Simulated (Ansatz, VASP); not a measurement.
**AlN in VASP and in Ansatz**

```xyz
12
Lattice="-2.0226 -2.0226 0.0000 2.0226 -2.0226 0.0000 0.0000 0.0000 18.1357" Properties=species:S:1:pos:R:3 pbc="T T T"
Al    0.0000    0.0000    1.0111
Al    0.0000   -2.0226    3.0337
Al    0.0000    0.0000    5.0564
Al    0.0000   -2.0226    7.0790
Al    0.0000    0.0000    9.1016
Al    0.0000   -2.0226   11.1242
N     0.0000   -2.0226    1.0111
N     0.0000    0.0000    3.0337
N     0.0000   -2.0226    5.0564
N     0.0000    0.0000    7.0790
N     0.0000   -2.0226    9.1016
N     0.0000    0.0000   11.1242
```

Alike in both runs: task single point; functional PBEsol; k mesh 8 × 8 × 2; occupations gaussian, width 0.05 eV; no spin polarisation.

|  | VASP | Ansatz |
| --- | --- | --- |
| version | VASP 6.6.1 | Ansatz 0.2.0 |
| potentials or method | VASP PAW PBE potentials, release 64 (Al, N), cutoff 520 eV | scalar-relativistic, plane waves, PAW |
| valence electrons in the cell | 48 | 48 |

Ansatz gave:

```
gap on the k mesh at the Fermi level (eV) : 2.69
least direct gap on the mesh (eV)         : 2.69
rms of the force components (eV/Å)        : 0.304
```

Problem. Estimate VASP's values.

Solution. gap on the k mesh at the Fermi level (eV): 2.69; least direct gap on the mesh (eV): 2.69; rms of the force components (eV/Å): 0.305.

VASP's potentials were made for PBE, not for PBEsol. Atom by atom the forces differ by 0.003 eV/Å (rms over components).
